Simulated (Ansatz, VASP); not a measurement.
## One calculation of Ge, two programs

```
CELL_PARAMETERS angstrom
-2.42269 2.42269 1.57802
2.42269 -2.42269 1.57802
2.42269 2.42269 -1.57802
ATOMIC_POSITIONS crystal
Ge 0.25000 0.75000 0.50000
Ge 0.50000 0.50000 0.00000
```

Alike in both runs: task single point; functional r2SCAN; k mesh 22 × 22 × 22; occupations gaussian, width 0.15 eV; no spin polarisation.

|  | VASP | Ansatz |
| --- | --- | --- |
| version | VASP 6.6.1 | Ansatz 0.2.0 |
| potentials or method | VASP PAW PBE potentials, release 64 (Ge_d), cutoff 520 eV | scalar-relativistic, plane waves, PAW |
| valence electrons in the cell | 28 | 28 |

Ansatz gave:

| Item | Value |
| --- | --- |
| gap on the k mesh at the Fermi level (eV) | none |
| pressure (GPa) | 3.3 |
| traceless stress, the component that is largest in VASP (GPa) | -4.18 |

**Question.** Which values does VASP return?

**Answer.** gap on the k mesh at the Fermi level (eV): none; pressure (GPa): 3.3; traceless stress, the component that is largest in VASP (GPa): -4.24.

VASP's potentials were made for PBE, not for r2SCAN. A gap of «none» marks a metal or a gap that the smearing closes.
